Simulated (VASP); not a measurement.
# BaTiO3 (Amm2) in VASP: a series of runs, part 3 of 3

VASP 6.6.1. The steps go on from the part before.

## (4) Single point, r2SCAN+U

Input file POSCAR:

```
BaTiO3
1.0
    3.9306949470      0.0000000000      0.0000000000
    0.0000000000      2.7966223102      2.9421667925
    0.0000000000     -2.7966223102      2.9421667925
Ba Ti O
1 1 3
Direct
    0.0000000000      0.0044061013      0.0044061013
    0.5000000000      0.5135753574      0.5135753574
    0.0000000000      0.4947134011      0.4947134011
    0.5000000000      0.4954342955      0.9880908446
    0.5000000000      0.9880908446      0.4954342955
```

Input file INCAR.step1:

```
  PREC = Accurate
  ENCUT = 520
  ISMEAR = 0
  SIGMA = 0.05
  LREAL = F
  LASPH = T
  NELM = 150
  LMAXMIX = 4
  LDAU = T
  LDAUTYPE = 2
  LDAUL = -1 2 -1
  LDAUU = 0 4 0
  LDAUJ = 0 0 0
  NBANDS = 28
  GGA = PE
  ALGO = Normal
  EDIFF = 1E-4
  LWAVE = T
  LCHARG = F
```

Input file INCAR.step2:

```
  PREC = Accurate
  ENCUT = 520
  EDIFF = 1E-6
  ISMEAR = 0
  SIGMA = 0.05
  LREAL = F
  LASPH = T
  NELM = 150
  ALGO = Normal
  ISIF = 2
  LWAVE = F
  LCHARG = F
  LMAXMIX = 4
  LDAU = T
  LDAUTYPE = 2
  LDAUL = -1 2 -1
  LDAUU = 0 4 0
  LDAUJ = 0 0 0
  LDAUPRINT = 1
  METAGGA = R2SCAN
  LMIXTAU = T
  NBANDS = 28
  ISTART = 1
```

Input file KPOINTS:

```
Automatic mesh
0
Gamma
  6 6 6
```

Potentials or basis: VASP PAW PBE potentials, release 64 (Ba_sv, Ti_sv, O).

Launch:

```bash
$ cat potpaw_PBE.64/Ba_sv/POTCAR potpaw_PBE.64/Ti_sv/POTCAR potpaw_PBE.64/O/POTCAR > POTCAR
$ cp INCAR.step1 INCAR
$ mpirun -np 1 vasp_std > vasp.out
$ cp INCAR.step2 INCAR
$ mpirun -np 1 vasp_std > vasp.out
```

OUTCAR:

```text
PREC = Accurate
   ENCUT = 520
   EDIFF = 1E-6
   ISMEAR = 0
   LREAL = F
   LASPH = T
   NELM = 150
   ISIF = 2
   METAGGA = R2SCAN
   ISTART = 1

 ion  position               nearest neighbor table
   1  0.000  0.004  0.004-   3 2.80   3 2.80   4 2.80   5 2.80   4 2.80   5 2.80   5 2.85   4 2.85
                             5 2.85   4 2.85   3 2.89   3 3.00   2 3.42   2 3.42   2 3.42   2 3.42
   2  0.500  0.514  0.514-   4 1.92   5 1.92   3 1.97   3 1.97   5 2.14   4 2.14   1 3.42   1 3.42
                             1 3.42   1 3.42   1 3.49   1 3.49   1 3.58   1 3.58
   3  0.000  0.495  0.495-   2 1.97   2 1.97   1 2.80   1 2.80   1 2.89   1 3.00
   4  0.500  0.495  0.988-   2 1.92   2 2.14   1 2.80   1 2.80   1 2.85   1 2.85
   5  0.500  0.988  0.495-   2 1.92   2 2.14   1 2.80   1 2.80   1 2.85   1 2.85

  LATTYP: Found a base centered orthorhombic cell.
 ALAT       =     5.5932446204
 B/A-ratio  =     1.0520429526
 C/A-ratio  =     0.7027575609

  Lattice vectors:

 A1 = (   0.0000000000,   2.7966223102,  -2.9421667925)
 A2 = (   0.0000000000,   2.7966223102,   2.9421667925)
 A3 = (   3.9306949470,   0.0000000000,   0.0000000000)

Analysis of symmetry for initial positions (statically):
=====================================================================
 Subroutine PRICEL returns:
 Original cell was already a primitive cell.

 Routine SETGRP: Setting up the symmetry group for a
 base centered orthorhombic supercell.

 Subroutine GETGRP returns: Found  4 space group operations
 (whereof  4 operations were pure point group operations)
 out of a pool of  8 trial point group operations.

The static configuration has the point symmetry C_2v.

Analysis of symmetry for dynamics (positions and initial velocities):
=====================================================================
 Subroutine PRICEL returns:
 Original cell was already a primitive cell.

 Routine SETGRP: Setting up the symmetry group for a
 base centered orthorhombic supercell.

 Subroutine GETGRP returns: Found  4 space group operations
 (whereof  4 operations were pure point group operations)
 out of a pool of  8 trial point group operations.

The dynamic configuration has the point symmetry C_2v.

 Subroutine INISYM returns: Found  4 space group operations
 (whereof  4 operations are pure point group operations),
 and found     1 'primitive' translations

----------------------------------------------------------------------------------------

                                     Primitive cell

  volume of cell :      64.6845

  direct lattice vectors                    reciprocal lattice vectors
     3.930694947  0.000000000  0.000000000     0.254407939  0.000000000  0.000000000
     0.000000000  2.796622310  2.942166793     0.000000000  0.178787103  0.169942779
     0.000000000 -2.796622310  2.942166793     0.000000000 -0.178787103  0.169942779

  length of vectors
     3.930694947  4.059241528  4.059241528     0.254407939  0.246668555  0.246668555

  position of ions in fractional coordinates (direct lattice)
     0.000000000  0.004406101  0.004406101
[... 106 lines left out ...]
  Fermi-wavevector in a.u.,A,eV,Ry     =   1.394745  2.635685 26.467582  1.945312
  Thomas-Fermi vector in A             =   2.518264
   LORBIT       =      0    0 simple, 1 ext, 2 COOP (PROOUT), +10 PAW based schemes
 LDA+U is selected, type is set to LDAUTYPE =  2
   angular momentum for each species LDAUL =    -1    2   -1
   U (eV)           for each species LDAUU =   0.0  4.0  0.0
   J (eV)           for each species LDAUJ =   0.0  0.0  0.0
   METAGGA = R2SCAN    functional components
   LHFCALC =     F    Hartree Fock is set to
   AEXX    =    0.0000 exact exchange contribution
   IVDW    =     0    specifies the selected vdW correction
   LEPSILON=     F    determine dielectric tensor
   LRPA    =     F    only Hartree local field effects (RPA)
 non-spin polarized calculation
 Gauss-broadening in eV      SIGMA  =   0.05
  energy-cutoff  :      520.00
  volume of cell :       64.68
 maximum number of plane-waves:      1760
 NGX is ok and might be reduce to    30
   NGX = 15   NGY = 15   NGZ = 15

atom =   2  type =  2  l = 2

 onsite density matrix

spin component  1

  0.0999  0.0000  0.0000  0.0000  0.0000
  0.0000  0.2323  0.0000  0.0000  0.0000
  0.0000  0.0000  0.1327  0.0000 -0.0624
  0.0000  0.0000  0.0000  0.0989  0.0000
  0.0000  0.0000 -0.0624  0.0000  0.2061

spin component  2

  0.0999  0.0000  0.0000  0.0000  0.0000
  0.0000  0.2323  0.0000  0.0000  0.0000
  0.0000  0.0000  0.1327  0.0000 -0.0624
  0.0000  0.0000  0.0000  0.0989  0.0000
  0.0000  0.0000 -0.0624  0.0000  0.2061

 occupancies and eigenvectors

  o =  0.0969  v =  0.0000  0.0000 -0.8681  0.0000 -0.4965  0.0000  0.0000  0.0000  0.0000  0.0000      0.0000  0.0000  0.0000  0.0000  0.0000  0.0000  0.0000  0.0000  0.0000  0.0000
  o =  0.0969  v =  0.0000  0.0000  0.0000  0.0000  0.0000  0.0000  0.0000 -0.8681  0.0000 -0.4965      0.0000  0.0000  0.0000  0.0000  0.0000  0.0000  0.0000  0.0000  0.0000  0.0000
  o =  0.0989  v =  0.0000  0.0000  0.0000  1.0000  0.0000  0.0000  0.0000  0.0000  0.0000  0.0000      0.0000  0.0000  0.0000  0.0000  0.0000  0.0000  0.0000  0.0000  0.0000  0.0000
  o =  0.0989  v =  0.0000  0.0000  0.0000  0.0000  0.0000  0.0000  0.0000  0.0000  1.0000  0.0000      0.0000  0.0000  0.0000  0.0000  0.0000  0.0000  0.0000  0.0000  0.0000  0.0000
  o =  0.0999  v =  0.0000  0.0000  0.0000  0.0000  0.0000  1.0000  0.0000  0.0000  0.0000  0.0000      0.0000  0.0000  0.0000  0.0000  0.0000  0.0000  0.0000  0.0000  0.0000  0.0000
  o =  0.0999  v =  1.0000  0.0000  0.0000  0.0000  0.0000  0.0000  0.0000  0.0000  0.0000  0.0000      0.0000  0.0000  0.0000  0.0000  0.0000  0.0000  0.0000  0.0000  0.0000  0.0000
  o =  0.2323  v =  0.0000  0.0000  0.0000  0.0000  0.0000  0.0000  1.0000  0.0000  0.0000  0.0000      0.0000  0.0000  0.0000  0.0000  0.0000  0.0000  0.0000  0.0000  0.0000  0.0000
  o =  0.2323  v =  0.0000  1.0000  0.0000  0.0000  0.0000  0.0000  0.0000  0.0000  0.0000  0.0000      0.0000  0.0000  0.0000  0.0000  0.0000  0.0000  0.0000  0.0000  0.0000  0.0000
  o =  0.2418  v =  0.0000  0.0000  0.0000  0.0000  0.0000  0.0000  0.0000 -0.4965  0.0000  0.8681      0.0000  0.0000  0.0000  0.0000  0.0000  0.0000  0.0000  0.0000  0.0000  0.0000
  o =  0.2418  v =  0.0000  0.0000 -0.4965  0.0000  0.8681  0.0000  0.0000  0.0000  0.0000  0.0000      0.0000  0.0000  0.0000  0.0000  0.0000  0.0000  0.0000  0.0000  0.0000  0.0000

 number of electron      40.0000004 magnetization

 Free energy of the ion-electron system (eV)
  ---------------------------------------------------
  ext. energy  EPLUGINS =         0.00000000
  ---------------------------------------------------
  free energy    TOTEN  =       -71.55972130 eV

  energy without entropy =      -71.55972130  energy(sigma->0) =      -71.55972130

 E-fermi :   4.0343     XC(G=0): -11.8663

 val. band max:        3.6509014017   @ k =   0.5000   0.5000   0.5000
 cond. band min:       6.3402512225   @ k =   0.0000   0.0000   0.0000
 fundamental gap:      2.6893498209
 Fermi energy:         4.0343466027

 k-point     1 :       0.0000    0.0000    0.0000
  band No.  band energies     occupation
      1     -56.2522      2.00000
      2     -31.3976      2.00000
      3     -31.3630      2.00000
      4     -31.3529      2.00000
      5     -21.9224      2.00000
      6     -14.3187      2.00000
[... 733 lines left out ...]
     27      12.4686      0.00000
     28      12.7572      0.00000

 [... further k-points ...]

------------------------ aborting loop because EDIFF is reached ----------------------------------------

  FORCE on cell =-STRESS in cart. coord.  units (eV):
  Direction    XX          YY          ZZ          XY          YZ          ZX
  --------------------------------------------------------------------------------------
  -------------------------------------------------------------------------------------
  Total        3.0875926      3.5775036     -1.5401428      0.0000000      0.0000000      0.0000000
  in kB       76.4768733     88.6115260    -38.1479428      0.0000000      0.0000000      0.0000000
  external PRESSURE =      42.3134855 kB  Pullay stress =       0.0000000 kB

 VOLUME and BASIS-vectors are now :
 -----------------------------------------------------------------------------
  energy-cutoff  :      520.00
  volume of cell :       64.68
      direct lattice vectors                 reciprocal lattice vectors
     3.930694947  0.000000000  0.000000000     0.254407939  0.000000000  0.000000000
     0.000000000  2.796622310  2.942166793     0.000000000  0.178787103  0.169942779
     0.000000000 -2.796622310  2.942166793     0.000000000 -0.178787103  0.169942779

 POSITION                                       TOTAL-FORCE (eV/Angst)
 -----------------------------------------------------------------------------------
      0.00000      0.00000      0.02593         0.000000     -0.000000     -0.006329
      1.96535      0.00000      3.02205         0.000000     -0.000000     -0.262079
      0.00000      0.00000      2.91106         0.000000     -0.000000     -0.085787
      1.96535     -1.37777      4.36478         0.000000     -0.217535      0.177097
      1.96535      1.37777      4.36478         0.000000      0.217535      0.177097
 -----------------------------------------------------------------------------------
    total drift:                                0.000000     -0.000002      0.013544

  FREE ENERGIE OF THE ION-ELECTRON SYSTEM (eV)
  ---------------------------------------------------
  free  energy   TOTEN  =       -71.5597212952 eV

  energy  without entropy=      -71.5597212952  energy(sigma->0) =      -71.55972130
```

It took 3 min on 1 thread of Intel Xeon 6975P-C (Granite Rapids), shared host; peak memory 0.24 GiB.

Results:

```
Free energy            : -71.5597 eV
Pressure               : 4.2 GPa
Largest force          : 0.281 eV/Å
Band gap on the k mesh : 2.69 eV (least direct gap 2.93 eV)
```

Forces in eV/Å, atoms in the order of the input:
```
Ba   0.000  0.000 -0.006
Ti   0.000  0.000 -0.262
O    0.000  0.000 -0.086
O    0.000 -0.218  0.177
O    0.000  0.218  0.177
```

Eigenvalues of the final occupation matrices:
```csv
site,spin,trace,eigenvalues
site 2 d,1,0.77,0.10 0.10 0.10 0.23 0.24
site 2 d,2,0.77,0.10 0.10 0.10 0.23 0.24
```

Caveat: the stress differs along the axes, from -4 to 9 GPa; the PAW data sets were made with another functional, which shifts forces and pressure a little; spin-orbit coupling is left out, which moves the levels of the heavy elements. A k mesh can miss the band edges.

## (5) The runs side by side

| cell | gap on the mesh (eV) | pressure (GPa) | largest force (eV/Å) |
| --- | --- | --- | --- |
| a = 3.870, b = 4.098, c = 4.098 Å, angles 84.4, 90.0, 90.0°, 5 atoms | 2.52 | 5.1 | 0.17 |
| a = 4.050, b = 3.998, c = 3.998 Å, angles 92.2, 90.0, 90.0°, 5 atoms | 2.75 | 3.9 | 0.68 |
| a = 3.931, b = 4.059, c = 4.059 Å, angles 87.1, 90.0, 90.0°, 5 atoms | 2.69 | 4.2 | 0.28 |

Alike in all rows: task single point; level r2SCAN+U; potentials or basis VASP PAW PBE potentials, release 64 (Ba_sv, Ti_sv, O); no spin polarisation; Ti d U = 4.0 eV; k mesh 6 × 6 × 6; cutoff (eV) 520; smearing gaussian 0.05 eV.

Caveats: the PAW data sets were made with another functional, which shifts forces and pressure a little; spin-orbit coupling is left out, which moves the levels of the heavy elements; the stress differs along the axes, from -11 to 14 GPa (at least some runs); the stress differs along the axes, from 0 to 11 GPa (at least some runs); the stress differs along the axes, from -4 to 9 GPa (at least some runs).

Total energies depend on the potentials used, so only differences within one code and one set of settings carry meaning.
